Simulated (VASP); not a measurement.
# Sb (R-3m) in VASP: single point with r2SCAN

Aim: the single point of Sb with r2SCAN.

All numbers are computed with VASP 6.6.1; they aren't measurements. Logs are shortened: lines on timing, memory, paths and dates and some standing lists are left out, and cuts for length are marked.

## (1) The cell of the first run

Symmetry: R-3m, No. 166, trigonal system. The conventional cell has a = 4.338 Å, b = 4.338 Å, c = 11.636 Å, α = 90.00°, β = 90.00°, γ = 120.00°. Sb (site symmetry 3m) has 6 Sb at 2.92 to 3.45 Å within 3.8 Å.

## (2) Single point, r2SCAN

POSCAR

```
Sb
1.0
    2.1691694867      1.2523705870      3.8785546406
   -2.1691694867      1.2523705870      3.8785546406
    0.0000000000     -2.5047411743      3.8785546405
Sb
2
Direct
    0.2313297335      0.2313297335      0.2313297335
    0.7686702665      0.7686702665      0.7686702665
```

INCAR.step1

```
SYSTEM = Sb
PREC = Accurate ; ENCUT = 550
ISMEAR = 0 ; SIGMA = 0.05
LREAL = .False. ; LASPH = .True.
NELM = 120 ; NBANDS = 22
GGA = PE ; ALGO = Normal
EDIFF = 1E-5 ; LWAVE = .True.
LCHARG = .False. ; GGA_COMPAT = .False.
```

INCAR.step2

```
SYSTEM = Sb
PREC = Accurate ; ENCUT = 550
EDIFF = 1E-6 ; ISMEAR = 0
SIGMA = 0.05 ; LREAL = .False.
LASPH = .True. ; NELM = 120
ALGO = Normal ; ISIF = 2
LWAVE = .False. ; LCHARG = .True.
METAGGA = R2SCAN ; LMIXTAU = .True.
LELF = .True. ; LVHAR = .True.
NBANDS = 22 ; ISTART = 1
GGA_COMPAT = .False.
```

KPOINTS

```
Automatic mesh
0
Gamma
  12 12 12
  0 0 0
```

Potentials or basis: VASP PAW PBE potentials, release 64 (Sb_d_GW).

Started as:

```
$ cat potpaw_PBE.64/Sb_d_GW/POTCAR > POTCAR
$ cp INCAR.step1 INCAR
$ mpirun -np 1 vasp_std > vasp.out
$ cp INCAR.step2 INCAR
$ mpirun -np 1 vasp_std > vasp.out
```

OUTCAR:

```text
SYSTEM = Sb
   PREC = Accurate
   ENCUT = 550
   EDIFF = 1E-6
   ISMEAR = 0
   LREAL = .False.
   LASPH = .True.
   NELM = 120
   ISIF = 2
   METAGGA = R2SCAN
   ISTART = 1

 ion  position               nearest neighbor table
   1  0.231  0.231  0.231-   2 2.92   2 2.92   2 2.92
   2  0.769  0.769  0.769-   1 2.92   1 2.92   1 2.92

  LATTYP: Found a trigonal (rhomboedric) cell.
 ALAT       =     4.6170244151
 COS(alpha) =     0.5585387113

  Lattice vectors:

 A1 = (   2.1691694867,   1.2523705870,   3.8785546406)
 A2 = (  -2.1691694867,   1.2523705870,   3.8785546406)
 A3 = (   0.0000000000,  -2.5047411743,   3.8785546405)

Analysis of symmetry for initial positions (statically):
=====================================================================
 Subroutine PRICEL returns:
 Original cell was already a primitive cell.

 Routine SETGRP: Setting up the symmetry group for a
 trigonal (rhombohedral) supercell.

 Subroutine GETGRP returns: Found 12 space group operations
 (whereof 12 operations were pure point group operations)
 out of a pool of 12 trial point group operations.

The static configuration has the point symmetry D_3d.

Analysis of symmetry for dynamics (positions and initial velocities):
=====================================================================
 Subroutine PRICEL returns:
 Original cell was already a primitive cell.

 Routine SETGRP: Setting up the symmetry group for a
 trigonal (rhombohedral) supercell.

 Subroutine GETGRP returns: Found 12 space group operations
 (whereof 12 operations were pure point group operations)
 out of a pool of 12 trial point group operations.

The dynamic configuration has the point symmetry D_3d.

 Subroutine INISYM returns: Found 12 space group operations
 (whereof 12 operations are pure point group operations),
 and found     1 'primitive' translations

----------------------------------------------------------------------------------------

                                     Primitive cell

  volume of cell :      63.2190

  direct lattice vectors                    reciprocal lattice vectors
     2.169169487  1.252370587  3.878554641     0.230502966  0.133080949  0.085942668
    -2.169169487  1.252370587  3.878554641    -0.230502966  0.133080949  0.085942668
[... 79 lines left out ...]
   ISPIN  =      1    spin polarized calculation?
   LNONCOLLINEAR =      F non collinear calculations
   LSORBIT =      F    spin-orbit coupling
   LASPH  =      T    aspherical Exc in radial PAW
   ENCUT  =  550.0 eV  40.42 Ry    6.36 a.u.   8.83  8.83  8.83*2*pi/ulx,y,z
   NELM   =    120;   NELMIN=  2; NELMDL=  0     # of ELM steps
   EDIFF  = 0.1E-05   stopping-criterion for ELM
   LREAL  =      F    real-space projection
   EDIFFG = 0.1E-04   stopping-criterion for IOM
   NSW    =      0    number of steps for IOM
   IBRION =     -1    ionic relax: 0-MD 1-quasi-New 2-CG
   NFREE  =      0    steps in history (QN), initial steepest desc. (CG)
   ISIF   =      2    stress and relaxation
   ISYM   =      2    0-nonsym 1-usesym 2-fastsym
   POTIM  = 0.5000    time-step for ionic-motion
   TEBEG  =    0.0;   TEEND  =   0.0 temperature during run
   PSTRESS=    0.0 pullay stress
   NELECT =      30.0000    total number of electrons
   NUPDOWN=      -1.0000    fix difference up-down
   EMIN   =  10.00;   EMAX   =-10.00  energy-range for DOS
   EFERMI =   0.00;   METHOD = LEGACY
   ISMEAR =     0;   SIGMA  =   0.05  broadening in eV -4-tet -1-fermi 0-gaus
   EFERMI_NEDOS =   21; number of points for ismear=-14 and -15
   IALGO  =     38    algorithm
   IMIX   =      4    mixing-type and parameters
     AMIX     =   0.40;   BMIX     =  1.00
     AMIX_MAG =   1.60;   BMIX_MAG =  1.00
  volume/ion in A,a.u.               =      31.61       213.31
  Fermi-wavevector in a.u.,A,eV,Ry     =   1.276927  2.413042 22.184879  1.630543
  Thomas-Fermi vector in A             =   2.409556
   LORBIT       =      0    0 simple, 1 ext, 2 COOP (PROOUT), +10 PAW based schemes
   METAGGA = R2SCAN    functional components
   LHFCALC =     F    Hartree Fock is set to
   AEXX    =    0.0000 exact exchange contribution
   IVDW    =     0    specifies the selected vdW correction
   LEPSILON=     F    determine dielectric tensor
   LRPA    =     F    only Hartree local field effects (RPA)
 non-spin polarized calculation
 Gauss-broadening in eV      SIGMA  =   0.05
  energy-cutoff  :      550.00
  volume of cell :       63.22
 maximum number of plane-waves:      1875
   NGX = 17   NGY = 17   NGZ = 17

 number of electron      30.0000012 magnetization

 Free energy of the ion-electron system (eV)
  ---------------------------------------------------
  ext. energy  EPLUGINS =         0.00000000
  ---------------------------------------------------
  free energy    TOTEN  =       -51.45966417 eV

  energy without entropy =      -51.45942902  energy(sigma->0) =      -51.45954660

 E-fermi :   4.9313     XC(G=0): -10.4089

 val. band max:        4.9154767414   @ k =   0.3333   0.1667   0.1667
 cond. band min:       4.9676845305   @ k =   0.4167   0.0833   0.0833
 fundamental gap:      0.0522077892
 Fermi energy:         4.9312998276

 k-point     1 :       0.0000    0.0000    0.0000
  band No.  band energies     occupation
      1     -25.3931      2.00000
      2     -25.3931      2.00000
      3     -25.3043      2.00000
      4     -25.3043      2.00000
      5     -25.2722      2.00000
      6     -25.1893      2.00000
[... 589 lines left out ...]
     21      13.1406      0.00000
     22      15.1850      0.00000

 [... further k-points ...]

------------------------ aborting loop because EDIFF is reached ----------------------------------------

  FORCE on cell =-STRESS in cart. coord.  units (eV):
  Direction    XX          YY          ZZ          XY          YZ          ZX
  --------------------------------------------------------------------------------------
  -------------------------------------------------------------------------------------
  Total       -0.0041237     -0.0041237     -0.0466592      0.0000000      0.0000000     -0.0000000
  in kB       -0.1045091     -0.1045091     -1.1824971      0.0000000      0.0000000     -0.0000000
  external PRESSURE =      -0.4638385 kB  Pullay stress =       0.0000000 kB

 VOLUME and BASIS-vectors are now :
 -----------------------------------------------------------------------------
  energy-cutoff  :      550.00
  volume of cell :       63.22
      direct lattice vectors                 reciprocal lattice vectors
     2.169169487  1.252370587  3.878554641     0.230502966  0.133080949  0.085942668
    -2.169169487  1.252370587  3.878554641    -0.230502966  0.133080949  0.085942668
     0.000000000 -2.504741174  3.878554640     0.000000000 -0.266161899  0.085942668

 POSITION                                       TOTAL-FORCE (eV/Angst)
 -----------------------------------------------------------------------------------
      0.00000     -0.00000      2.69168         0.000000     -0.000000      0.012270
      0.00000     -0.00000      8.94399         0.000000      0.000000     -0.012270
 -----------------------------------------------------------------------------------
    total drift:                                0.000000      0.000000     -0.000000

  FREE ENERGIE OF THE ION-ELECTRON SYSTEM (eV)
  ---------------------------------------------------
  free  energy   TOTEN  =       -51.4596641683 eV

  energy  without entropy=      -51.4594290225  energy(sigma->0) =      -51.45954660
```

Wall time 7.5 min (1 thread of Intel Xeon 6975P-C (Granite Rapids), shared host); peak memory 0.42 GiB.

What came out:

* Free energy: -51.4597 eV
* Pressure: 0.0 GPa
* Largest force: 0.012 eV/Å
* Band gap on the k mesh: zero (bands 15 and 16 overlap by 0.12 eV)

Forces on the atoms (eV/Å):
```
Sb   0.000  0.000  0.012
Sb   0.000  0.000 -0.012
```

Stress tensor (GPa, compression positive):
```
-0.01  0.00  0.00
 0.00 -0.01  0.00
 0.00  0.00 -0.12
```

Caveat: the PAW data sets were made with another functional, which shifts forces and pressure a little; spin-orbit coupling is left out, which moves the levels of the heavy elements.

The gap in the log of VASP goes by the Fermi energy; the results here count the filled bands.